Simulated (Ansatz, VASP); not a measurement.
**Two plane-wave programs on Mg2NCl**

```xyz
4
Lattice="1.6258 0.9386 5.8849 -1.6258 0.9386 5.8849 0.0000 -1.8773 5.8849" Properties=species:S:1:pos:R:3 pbc="T T T"
Mg    0.0000    0.0000    3.9333
Mg    0.0000    0.0000   13.7215
N     0.0000    0.0000    8.8274
Cl    0.0000    0.0000    0.0000
```

Alike in both runs: task single point; functional PBE; k mesh 8 × 8 × 8; no spin polarisation.

|  | VASP | Ansatz |
| --- | --- | --- |
| version | VASP 6.6.1 | Ansatz 0.2.0 |
| potentials or method | VASP PAW PBE potentials, release 64 (Mg, N, Cl) | plane waves, PAW |
| plane-wave cutoff (eV) | 520 | 420 |
| occupations | gaussian, width 0.01 eV | fixed |
| valence electrons in the cell | 16 | 32 |

VASP gave:

| Item | Value |
| --- | --- |
| gap on the k mesh at the Fermi level (eV) | 2.63 |
| pressure (GPa) | 5.8 |
| traceless stress, the component that is largest in VASP (GPa) | -0.87 |
| rms of the force components (eV/Å) | 0.093 |

Estimate Ansatz's values.

gap on the k mesh at the Fermi level (eV): 2.67; pressure (GPa): 6.1; traceless stress, the component that is largest in VASP (GPa): -0.75; rms of the force components (eV/Å): 0.113.

Atom by atom the forces differ by 0.020 eV/Å (rms over components). VASP's potentials hold 16 valence electrons a cell and Ansatz's 32, so a difference there can come from the potentials and not from the codes.
